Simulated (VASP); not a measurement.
Wanted: the native input for a VASP 6.6.1 run.

```
Task                   : relaxation of cell and atoms
Functional             : PBEsol
Potentials or basis    : VASP PAW PBE potentials, release 64 (Li_sv)
Cutoff                 : 600 eV
k mesh                 : 11 × 11 × 7
Occupations            : fermi-dirac, width 0.08 eV
Spin                   : no spin polarisation
Target pressure        : 17 GPa
Dipole correction      : no
Further INCAR settings : ALGO = Normal; EDIFF = 1e-07; IBRION = 2; EDIFFG = -0.005; NSW = 60; ISIF = 3
```

The structure of Li lies in POSCAR:

```
Li
1.0
    3.3942623863      0.0000000000      0.0000000000
   -1.6971311931      2.9395174536      0.0000000000
    0.0000000000      0.0000000000      4.8198525885
Li
4
Direct
    0.0000000000      0.0000000000      0.0000000000
    0.0000000000      0.0000000000      0.5000000000
    0.3333333333      0.6666666667      0.2500000000
    0.6666666667      0.3333333333      0.7500000000
```

The input as run:

INCAR

```
SYSTEM = Li
PREC = Accurate
ENCUT = 600
EDIFF = 1E-7
ISMEAR = -1
SIGMA = 0.08
LREAL = .False.
LASPH = .True.
NELM = 60
ALGO = Normal
ISIF = 3
LWAVE = .False.
LCHARG = .False.
GGA = PS
IBRION = 2
NSW = 60
EDIFFG = -0.005
PSTRESS = 170.0
```

KPOINTS

```
regular mesh
0
Gamma
  11 11 7
  0 0 0
```

Potentials or basis: VASP PAW PBE potentials, release 64 (Li_sv).

Run with:

```console
$ cat potpaw_PBE.64/Li_sv/POTCAR > POTCAR
$ mpirun -np 1 vasp_std > vasp.out
```

It gave:

| Quantity | Value |
| --- | --- |
| Relaxed volume | 11.30 Å³/atom |
| Relaxed cell | a = 2.902 Å, b = 2.902 Å, c = 6.196 Å, α = 90.00°, β = 90.00°, γ = 120.00° |
| Space group after relaxing (to 0.05 Å) | P6_3/mmc (No. 194) |
| Energy change on relaxing (the enthalpy is what falls) | -36.2 meV/atom |
| Ionic steps | 17 |
| Pressure after relaxing | 17.1 GPa |
| Band gap on the k mesh | zero (band 6 reaches 3.29 eV, above the bottom of band 7 at 1.11 eV) |

Caveat: the cutoff is under 1.25 times the usual one of these potentials, so pressure, stress and relaxed cells hold a basis-set (Pulay) error; the cell is relaxed towards a set pressure, so the enthalpy falls and the energy may rise; the PAW data sets were made with another functional, which shifts forces and pressure a little.

Run time: 13 min on 1 thread of AMD EPYC 7R13, with other jobs on the host, peak memory 0.15 GiB.
